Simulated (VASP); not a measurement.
# Be (R-3m) in VASP: notebook

The runs below take Be through electric field gradients, with PBE.

Everything below comes from runs of VASP 6.6.1. Logs are shortened: lines on timing, memory, paths and dates and some standing lists are left out, and cuts for length are marked.

### Step 1. The cell of the first run

It takes space group R-3m (No. 166, trigonal). The conventional cell has a = 3.580 Å, b = 3.580 Å, c = 2.127 Å, α = 90.00°, β = 90.00°, γ = 120.00°. Be (site symmetry -3m) has 14 Be at 2.13 to 2.51 Å within 2.8 Å.

### Step 2. Electric field gradients, PBE (equal xy, yz and zx shear strains of -2 %)

INCAR reads:

```
  PREC = Accurate
  ENCUT = 520
  EDIFF = 1E-8
  ISMEAR = -1
  SIGMA = 0.03
  LREAL = False
  LASPH = True
  NELM = 100
  ALGO = Normal
  ISIF = 2
  LWAVE = False
  LCHARG = False
  GGA = PE
  LEFG = True
  NBANDS = 7
```

KPOINTS reads:

```
Automatic mesh
0
Gamma
  23 23 23
```

POSCAR reads:

```
Be
1.0
   -1.2781833703      1.2531209513      1.2531209513
    1.2531209513     -1.2781833703      1.2531209513
    1.2531209513      1.2531209513     -1.2781833703
Be
1
Direct
    0.0000000000      0.0000000000      0.0000000000
```

Potentials or basis: VASP PAW PBE potentials, release 64 (Be).

On the command line:

```sh
cat potpaw_PBE.64/Be/POTCAR > POTCAR
mpirun -np 1 vasp_std > vasp.out
```

OUTCAR:

```text
PREC = Accurate
   ENCUT = 520
   EDIFF = 1E-8
   ISMEAR = -1
   LREAL = False
   LASPH = True
   NELM = 100
   ISIF = 2
   GGA = PE

 ion  position               nearest neighbor table
   1  0.000  0.000  0.000-

  LATTYP: Found a trigonal (rhomboedric) cell.
 ALAT       =     2.1850347744
 COS(alpha) =    -0.3420602552

  Lattice vectors:

 A1 = (  -1.2781833703,   1.2531209513,   1.2531209513)
 A2 = (   1.2531209513,  -1.2781833703,   1.2531209513)
 A3 = (   1.2531209513,   1.2531209513,  -1.2781833703)

Analysis of symmetry for initial positions (statically):
=====================================================================
 Subroutine PRICEL returns:
 Original cell was already a primitive cell.

 Routine SETGRP: Setting up the symmetry group for a
 trigonal (rhombohedral) supercell.

 Subroutine GETGRP returns: Found 12 space group operations
 (whereof 12 operations were pure point group operations)
 out of a pool of 12 trial point group operations.

The static configuration has the point symmetry D_3d.

Analysis of symmetry for dynamics (positions and initial velocities):
=====================================================================
 Subroutine PRICEL returns:
 Original cell was already a primitive cell.

 Routine SETGRP: Setting up the symmetry group for a
 trigonal (rhombohedral) supercell.

 Subroutine GETGRP returns: Found 12 space group operations
 (whereof 12 operations were pure point group operations)
 out of a pool of 12 trial point group operations.

The dynamic configuration has the point symmetry D_3d.

 Subroutine INISYM returns: Found 12 space group operations
 (whereof 12 operations are pure point group operations),
 and found     1 'primitive' translations

----------------------------------------------------------------------------------------

                                     Primitive cell

  volume of cell :       7.8688

  direct lattice vectors                    reciprocal lattice vectors
    -1.278183370  1.253120951  1.253120951     0.008062311  0.403115562  0.403115562
     1.253120951 -1.278183370  1.253120951     0.403115562  0.008062311  0.403115562
     1.253120951  1.253120951 -1.278183370     0.403115562  0.403115562  0.008062311

  length of vectors
     2.185034774  2.185034774  2.185034774     0.570148501  0.570148501  0.570148501

  position of ions in fractional coordinates (direct lattice)
     0.000000000  0.000000000  0.000000000

  ion indices of the primitive-cell ions
   primitive index   ion index
                 1           1

----------------------------------------------------------------------------------------

 KPOINTS: Automatic mesh

Automatic generation of k-mesh.
 Grid dimensions read from file:
 generate k-points for:   23   23   23

 Generating k-lattice:

  Cartesian coordinates                     Fractional coordinates (reciprocal lattice)
     0.000350535  0.017526764  0.017526764     0.043478261 -0.000000000 -0.000000000
     0.017526764  0.000350535  0.017526764    -0.000000000  0.043478261 -0.000000000
     0.017526764  0.017526764  0.000350535    -0.000000000 -0.000000000  0.043478261

  Length of vectors
     0.024789065  0.024789065  0.024789065

  Shift w.r.t. Gamma in fractional coordinates (k-lattice)
     0.000000000  0.000000000  0.000000000

 Subroutine IBZKPT returns following result:
 ===========================================

 Found   1156 irreducible k-points:

 Following reciprocal coordinates:
            Coordinates               Weight
  0.000000  0.000000  0.000000      1.000000
  0.043478 -0.000000 -0.000000      6.000000
  0.086957  0.000000  0.000000      6.000000
  0.130435 -0.000000 -0.000000      6.000000
  0.173913 -0.000000 -0.000000      6.000000
  0.217391  0.000000  0.000000      6.000000
[... 16 lines left out ...]
  0.478261  0.043478  0.000000     12.000000
 -0.478261  0.043478  0.000000     12.000000
 [... further k-points ...]
   k-points           NKPTS =   1156   k-points in BZ     NKDIM =   1156   number of bands    NBANDS=      7
   number of dos      NEDOS =    301   number of ions     NIONS =      1
   total plane-waves  NPLWV =   4096
   dimension x,y,z NGX =    16 NGY =   16 NGZ =   16
   dimension x,y,z NGXF=    32 NGYF=   32 NGZF=   32
   ions per type =               1
   NGX,Y,Z   is equivalent  to a cutoff of  12.17, 12.17, 12.17 a.u.
   NGXF,Y,Z  is equivalent  to a cutoff of  24.35, 24.35, 24.35 a.u.
 SYSTEM =  unknown system
   PREC   = accura    normal or accurate (medium, high low for compatibility)
   ISTART =      0    job   : 0-new  1-cont  2-samecut
   ICHARG =      2    charge: 1-file 2-atom 10-const
   ISPIN  =      1    spin polarized calculation?
   LNONCOLLINEAR =      F non collinear calculations
   LSORBIT =      F    spin-orbit coupling
   LASPH  =      T    aspherical Exc in radial PAW
   ENCUT  =  520.0 eV  38.22 Ry    6.18 a.u.   4.06  4.06  4.06*2*pi/ulx,y,z
   NELM   =    100;   NELMIN=  2; NELMDL= -5     # of ELM steps
   EDIFF  = 0.1E-07   stopping-criterion for ELM
   LREAL  =      F    real-space projection
   EDIFFG = 0.1E-06   stopping-criterion for IOM
   NSW    =      0    number of steps for IOM
   IBRION =     -1    ionic relax: 0-MD 1-quasi-New 2-CG
   NFREE  =      0    steps in history (QN), initial steepest desc. (CG)
   ISIF   =      2    stress and relaxation
   ISYM   =      2    0-nonsym 1-usesym 2-fastsym
   POTIM  = 0.5000    time-step for ionic-motion
   TEBEG  =    0.0;   TEEND  =   0.0 temperature during run
   PSTRESS=    0.0 pullay stress
   NELECT =       2.0000    total number of electrons
   NUPDOWN=      -1.0000    fix difference up-down
   EMIN   =  10.00;   EMAX   =-10.00  energy-range for DOS
   EFERMI =   0.00;   METHOD = LEGACY
   ISMEAR =    -1;   SIGMA  =   0.03  broadening in eV -4-tet -1-fermi 0-gaus
   EFERMI_NEDOS =   21; number of points for ismear=-14 and -15
   IALGO  =     38    algorithm
   IMIX   =      4    mixing-type and parameters
     AMIX     =   0.40;   BMIX     =  1.00
     AMIX_MAG =   1.60;   BMIX_MAG =  1.00
  volume/ion in A,a.u.               =       7.87        53.10
  Fermi-wavevector in a.u.,A,eV,Ry     =   1.037008  1.959662 14.631518  1.075386
  Thomas-Fermi vector in A             =   2.171426
   LORBIT       =      0    0 simple, 1 ext, 2 COOP (PROOUT), +10 PAW based schemes
   GGA     = PE    functional components
   LHFCALC =     F    Hartree Fock is set to
   AEXX    =    0.0000 exact exchange contribution
   IVDW    =     0    specifies the selected vdW correction
   LEPSILON=     F    determine dielectric tensor
   LRPA    =     F    only Hartree local field effects (RPA)
 non-spin polarized calculation
  energy-cutoff  :      520.00
  volume of cell :        7.87
 maximum number of plane-waves:       232
   NGX =  9   NGY =  9   NGZ =  9

 number of electron       2.0000000 magnetization

 Free energy of the ion-electron system (eV)
  ---------------------------------------------------
  ext. energy  EPLUGINS =         0.00000000
  ---------------------------------------------------
  free energy    TOTEN  =        -3.65944430 eV

  energy without entropy =       -3.65888092  energy(sigma->0) =       -3.65916261

 E-fermi :   7.9543     XC(G=0): -10.6277

 val. band max:        7.9421477217   @ k =  -0.4348  -0.4348   0.2609
 cond. band min:       7.9635311506   @ k =   0.3913   0.3913   0.2174
 fundamental gap:      0.0213834288
 Fermi energy:         7.9543110844

 k-point     1 :       0.0000    0.0000    0.0000
  band No.  band energies     occupation
      1      -4.3137      2.00000
      2      26.9365      0.00000
      3      26.9365      0.00000
      4      27.8732      0.00000
      5      38.3585      0.00000
      6      38.4524      0.00000
      7      38.4524      0.00000

 k-point     2 :       0.0435   -0.0000   -0.0000
  band No.  band energies     occupation
      1      -4.2460      2.00000
      2      26.6930      0.00000
      3      26.8685      0.00000
      4      27.5229      0.00000
      5      37.6108      0.00000
      6      38.0189      0.00000
      7      38.8342      0.00000

 k-point     3 :       0.0870    0.0000    0.0000
  band No.  band energies     occupation
      1      -4.0428      2.00000
      2      26.0101      0.00000
      3      26.5198      0.00000
      4      26.6650      0.00000
      5      36.1459      0.00000
      6      36.1583      0.00000
      7      39.1967      0.00000

 k-point     4 :       0.1304   -0.0000   -0.0000
  band No.  band energies     occupation
      1      -3.7041      2.00000
      2      24.7359      0.00000
      3      25.2355      0.00000
      4      26.3337      0.00000
      5      34.5877      0.00000
      6      34.6574      0.00000
      7      38.5291      0.00000

 k-point     5 :       0.1739   -0.0000   -0.0000
  band No.  band energies     occupation
      1      -3.2298      2.00000
      2      22.6658      0.00000
      3      24.1909      0.00000
      4      25.8975      0.00000
      5      33.2676      0.00000
      6      33.6508      0.00000
      7      38.2811      0.00000

 k-point     6 :       0.2174    0.0000    0.0000
  band No.  band energies     occupation
      1      -2.6210      2.00000
      2      20.3193      0.00000
      3      23.2073      0.00000
      4      25.3957      0.00000
      5      32.0195      0.00000
      6      33.1917      0.00000
      7      38.4137      0.00000

 k-point     7 :       0.2609   -0.0000   -0.0000
  band No.  band energies     occupation
      1      -1.8804      2.00000
      2      17.9171      0.00000
      3      22.3140      0.00000
      4      24.8760      0.00000
      5      30.9332      0.00000
      6      33.0465      0.00000
      7      38.8747      0.00000
[... 121 lines left out ...]
 k-point    20 :       0.3478    0.0435    0.0000
  band No.  band energies     occupation
      1       0.5489      2.00000
      2      12.3541      0.00000
      3      20.4696      0.00000
      4      23.3649      0.00000
      5      29.5654      0.00000
      6      33.3734      0.00000
      7      41.1192      0.00000

 k-point    21 :       0.3913    0.0435   -0.0000
  band No.  band energies     occupation
      1       1.6009      2.00000
      2      10.5206      0.00000
      3      20.0605      0.00000
      4      23.0096      0.00000
      5      29.1831      0.00000
      6      33.6468      0.00000
      7      42.2204      0.00000

 k-point    22 :       0.4348    0.0435   -0.0000
  band No.  band energies     occupation
      1       2.5190      2.00000
      2       9.1299      0.00000
      3      19.8104      0.00000
      4      22.7726      0.00000
      5      28.9741      0.00000
      6      33.8593      0.00000
      7      43.2180      0.00000

 k-point    23 :       0.4783    0.0435    0.0000
  band No.  band energies     occupation
      1       2.9189      2.00000
      2       8.5735      0.00000
      3      19.7211      0.00000
      4      22.6636      0.00000
      5      28.9375      0.00000
      6      33.9529      0.00000
      7      43.6737      0.00000

 k-point    24 :      -0.4783    0.0435    0.0000
  band No.  band energies     occupation
      1       2.4951      2.00000
      2       9.1595      0.00000
      3      19.7925      0.00000
      4      22.6870      0.00000
      5      29.0713      0.00000
      6      33.9051      0.00000
      7      43.1938      0.00000

 [... further k-points ...]

------------------------ aborting loop because EDIFF is reached ----------------------------------------

  FORCE on cell =-STRESS in cart. coord.  units (eV):
  Direction    XX          YY          ZZ          XY          YZ          ZX
  --------------------------------------------------------------------------------------
  -------------------------------------------------------------------------------------
  Total       -0.0248874     -0.0248874     -0.0248874      0.2091609      0.2091609      0.2091609
  in kB       -5.0673742     -5.0673742     -5.0673742     42.5876139     42.5876139     42.5876139
  external PRESSURE =      -5.0673742 kB  Pullay stress =       0.0000000 kB

 VOLUME and BASIS-vectors are now :
 -----------------------------------------------------------------------------
  energy-cutoff  :      520.00
  volume of cell :        7.87
      direct lattice vectors                 reciprocal lattice vectors
    -1.278183370  1.253120951  1.253120951     0.008062311  0.403115562  0.403115562
     1.253120951 -1.278183370  1.253120951     0.403115562  0.008062311  0.403115562
     1.253120951  1.253120951 -1.278183370     0.403115562  0.403115562  0.008062311

 POSITION                                       TOTAL-FORCE (eV/Angst)
 -----------------------------------------------------------------------------------
      0.00000      0.00000      0.00000        -0.000000      0.000000      0.000000
 -----------------------------------------------------------------------------------
    total drift:                               -0.000000      0.000000      0.000000

  FREE ENERGIE OF THE ION-ELECTRON SYSTEM (eV)
  ---------------------------------------------------
  free  energy   TOTEN  =        -3.6594443034 eV

  energy  without entropy=       -3.6588809221  energy(sigma->0) =       -3.65916261

 Electric field gradients (V/A^2)
---------------------------------------------------------------------
 ion       V_xx      V_yy      V_zz      V_xy      V_xz      V_yz
---------------------------------------------------------------------
   1      -0.000     0.000    -0.000    -0.289    -0.289    -0.289
---------------------------------------------------------------------

 Electric field gradients after diagonalization (V/A^2)
 (convention: |V_zz| > |V_xx| > |V_yy|)
----------------------------------------------------------------------
 ion       V_xx      V_yy      V_zz     asymmetry (V_yy - V_xx)/ V_zz
----------------------------------------------------------------------
   1       0.289     0.289    -0.579       0.000
----------------------------------------------------------------------

           NMR quadrupolar parameters

 Cq : quadrupolar parameter    Cq=e*Q*V_zz/h
 eta: asymmetry parameters     (V_yy - V_xx)/ V_zz
 Q  : nuclear electric quadrupole moment in mb (millibarn)
----------------------------------------------------------------------
 ion       Cq(MHz)       eta       Q (mb)
----------------------------------------------------------------------
   1      -0.001       0.000       1.000
----------------------------------------------------------------------
```

It used 16 s of CPU time on 1 thread of Intel Xeon 6975P-C, on a shared host.

What came out:

```yaml
Free_energy: -3.6594 eV
Pressure: -0.5 GPa
Band_gap_on_the_k_mesh: zero (band 1 reaches 11.47 eV, above the bottom of band 2 at 6.40 eV)
```

Stress tensor (GPa, compression positive):
```
-0.51  4.26  4.26
 4.26 -0.51  4.26
 4.26  4.26 -0.51
```

Levels at points of the mesh, in eV from the Fermi level:
```csv
k point,band 1,band 2,band 3,band 4,band 5
"(0.00, 0.00, 0.00)",-12.27,18.98,18.98,19.92,30.40
```

Electric field gradients, principal values (V/Å²):
| atom | least | middle | greatest (by size) |
| --- | --- | --- | --- |
| 1 Be | 0.289 | 0.289 | -0.579 |

Caveat: the cell differs from its parent crystal (equal xy, yz and zx shear strains of -2 %); without QUAD_EFG the Cq values of the log hold for a quadrupole moment of 1 mb, not for the nuclei.

### Step 3. Electric field gradients, PBE (equal xy, yz and zx shear strains of +1 %)

INCAR reads:

```
SYSTEM = Be
  PREC = Accurate
  ENCUT = 520
  EDIFF = 1E-8
  ISMEAR = -1
  SIGMA = 0.03
  LREAL = .False.
  LASPH = .True.
  NELM = 60
  ALGO = Normal
  ISIF = 2
  LWAVE = .False.
  LCHARG = .False.
  GGA = PE
  LEFG = .True.
  NBANDS = 7
```

KPOINTS reads:

```
regular mesh
0
Gamma
  23 23 23
  0 0 0
```

POSCAR reads:

```
Be
1.0
   -1.2405897418      1.2531209513      1.2531209513
    1.2531209513     -1.2405897418      1.2531209513
    1.2531209513      1.2531209513     -1.2405897418
Be
1
Direct
    0.0000000000      0.0000000000      0.0000000000
```

Potentials or basis: VASP PAW PBE potentials, release 64 (Be).

On the command line:

```sh
cat potpaw_PBE.64/Be/POTCAR > POTCAR
mpirun -np 1 vasp_std > vasp.out
```

OUTCAR:

```text
SYSTEM = Be
   PREC = Accurate
   ENCUT = 520
   EDIFF = 1E-8
   ISMEAR = -1
   LREAL = .False.
   LASPH = .True.
   NELM = 60
   ISIF = 2
   GGA = PE

 ion  position               nearest neighbor table
   1  0.000  0.000  0.000-

  LATTYP: Found a trigonal (rhomboedric) cell.
 ALAT       =     2.1632584553
 COS(alpha) =    -0.3288480252

  Lattice vectors:

 A1 = (  -1.2405897418,   1.2531209513,   1.2531209513)
[... 446 lines left out ...]
    total drift:                                0.000000     -0.000000     -0.000000

  FREE ENERGIE OF THE ION-ELECTRON SYSTEM (eV)
  ---------------------------------------------------
  free  energy   TOTEN  =        -3.6641437958 eV

  energy  without entropy=       -3.6635576063  energy(sigma->0) =       -3.66385070

 Electric field gradients (V/A^2)
---------------------------------------------------------------------
 ion       V_xx      V_yy      V_zz      V_xy      V_xz      V_yz
---------------------------------------------------------------------
   1      -0.000     0.000     0.000     0.127     0.127     0.127
---------------------------------------------------------------------

 Electric field gradients after diagonalization (V/A^2)
 (convention: |V_zz| > |V_xx| > |V_yy|)
----------------------------------------------------------------------
 ion       V_xx      V_yy      V_zz     asymmetry (V_yy - V_xx)/ V_zz
----------------------------------------------------------------------
   1      -0.127    -0.127     0.254       0.000
----------------------------------------------------------------------

           NMR quadrupolar parameters

 Cq : quadrupolar parameter    Cq=e*Q*V_zz/h
 eta: asymmetry parameters     (V_yy - V_xx)/ V_zz
 Q  : nuclear electric quadrupole moment in mb (millibarn)
----------------------------------------------------------------------
 ion       Cq(MHz)       eta       Q (mb)
----------------------------------------------------------------------
   1       0.001       0.000       1.000
----------------------------------------------------------------------
```

OSZICAR:

```text
N       E                     dE             d eps       ncg     rms          rms(c)
DAV:   1    -0.239756804430E+01   -0.23976E+01   -0.11503E+03 17493   0.236E+02
DAV:   2    -0.369197344295E+01   -0.12944E+01   -0.12431E+01 22456   0.258E+01
DAV:   3    -0.369397726543E+01   -0.20038E-02   -0.20034E-02 18508   0.904E-01
DAV:   4    -0.369397761881E+01   -0.35338E-06   -0.35307E-06 24451   0.120E-02
DAV:   5    -0.369397761853E+01    0.28026E-09   -0.43394E-10 18578   0.517E-05    0.783E-01
DAV:   6    -0.367259078779E+01    0.21387E-01   -0.23790E-03 17934   0.473E-01    0.482E-01
DAV:   7    -0.366416591844E+01    0.84249E-02   -0.23481E-03 17388   0.493E-01    0.181E-02
DAV:   8    -0.366414372702E+01    0.22191E-04   -0.79880E-06 18382   0.244E-02    0.661E-03
DAV:   9    -0.366414392769E+01   -0.20067E-06   -0.10183E-06 19565   0.719E-03    0.255E-04
DAV:  10    -0.366414388848E+01    0.39209E-07   -0.13909E-09 18032   0.408E-04    0.195E-04
DAV:  11    -0.366414379680E+01    0.91684E-07   -0.26600E-09 14798   0.463E-04    0.404E-06
DAV:  12    -0.366414379581E+01    0.98969E-09   -0.31388E-11  8631   0.314E-05
   1 F= -.36641438E+01 E0= -.36638507E+01  d E =-.586190E-03
```

stdout:

```text
POSCAR found type information on POSCAR Be
 POSCAR found :  1 types and       1 ions
 scaLAPACK will be used
 LDA part: xc-table for (Slater+PW92), standard interpolation
 POSCAR, INCAR and KPOINTS ok, starting setup
 FFT: planning ... GRIDC
 FFT: planning ... GRID_SOFT
 FFT: planning ... GRID
 WAVECAR not read
 entering main loop
ion   1
```

It took 23 s on 1 thread of Intel Xeon 6975P-C, shared host; peak memory 0.16 GiB.

Results:

```yaml
Free_energy: -3.6641 eV
Pressure: -0.7 GPa
Band_gap_on_the_k_mesh: zero (band 1 reaches 11.45 eV, above the bottom of band 2 at 6.61 eV)
```

Caveat: the cell differs from its parent crystal (equal xy, yz and zx shear strains of +1 %); without QUAD_EFG the Cq values of the log hold for a quadrupole moment of 1 mb, not for the nuclei.

(Continued in part 2 of 2.)
